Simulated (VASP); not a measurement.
Set up this calculation in VASP 6.6.1, as the native input.

* Task: single point
* Functional: r2SCAN
* Potentials or basis: VASP PAW PBE potentials, release 64 (Hg, Te)
* Cutoff: 520 eV
* k mesh: 6 × 6 × 6
* Occupations: fermi-dirac, width 0.02 eV
* Spin: no spin polarisation
* Dipole correction: no
* Further INCAR settings: ALGO = Normal; EDIFF = 1e-07; NBANDS = 16

HgTe:

```
CELL_PARAMETERS angstrom
0.00000 3.22337 3.37686
3.22337 0.00000 3.37686
3.22337 3.22337 0.00000
ATOMIC_POSITIONS crystal
Hg 0.00000 0.00000 0.00000
Te 0.25000 0.25000 0.25000
```

This cell differs from its parent crystal: epitaxial xy strain -2.0%.

These files were run (other wordings do the same):

POSCAR

```
HgTe
1.0
    0.0000000000      3.2233747286      3.3768582955
    3.2233747286      0.0000000000      3.3768582955
    3.2233747286      3.2233747286      0.0000000000
Hg Te
1 1
Direct
    0.0000000000      0.0000000000      0.0000000000
    0.2500000000      0.2500000000      0.2500000000
```

INCAR.step1

```
SYSTEM = HgTe
PREC = Accurate ; ENCUT = 520
ISMEAR = -1 ; SIGMA = 0.02
LREAL = .False. ; LASPH = .True.
NELM = 100 ; NBANDS = 16
GGA = PE ; ALGO = Normal
EDIFF = 1E-4 ; LWAVE = .True.
LCHARG = .False.
```

INCAR.step2

```
SYSTEM = HgTe
PREC = Accurate ; ENCUT = 520
EDIFF = 1E-7 ; ISMEAR = -1
SIGMA = 0.02 ; LREAL = .False.
LASPH = .True. ; NELM = 100
ALGO = Normal ; ISIF = 2
LWAVE = .False. ; LCHARG = .False.
METAGGA = R2SCAN ; LMIXTAU = .True.
NBANDS = 16 ; ISTART = 1
```

KPOINTS

```
Automatic mesh
0
Gamma
  6 6 6
  0 0 0
```

Potentials or basis: VASP PAW PBE potentials, release 64 (Hg, Te).

Command:

```console
$ cat potpaw_PBE.64/Hg/POTCAR potpaw_PBE.64/Te/POTCAR > POTCAR
$ cp INCAR.step1 INCAR
$ mpirun -np 1 vasp_std > vasp.out
$ cp INCAR.step2 INCAR
$ mpirun -np 1 vasp_std > vasp.out
```

It gave:

- Pressure: 0.6 GPa
- Band gap on the k mesh: zero (filled and empty bands touch)

Caveat: the cell differs from its parent crystal (epitaxial xy strain -2.0%); semilocal functionals underestimate gaps, so a narrow gap can read as zero; the PAW data sets were made with another functional, which shifts forces and pressure a little; spin-orbit coupling is left out, which moves the levels of the heavy elements.

It took 72 s on 1 thread of Intel(R) Xeon(R) Platinum 8559C (Emerald Rapids), on a shared host, peak memory 0.23 GiB.
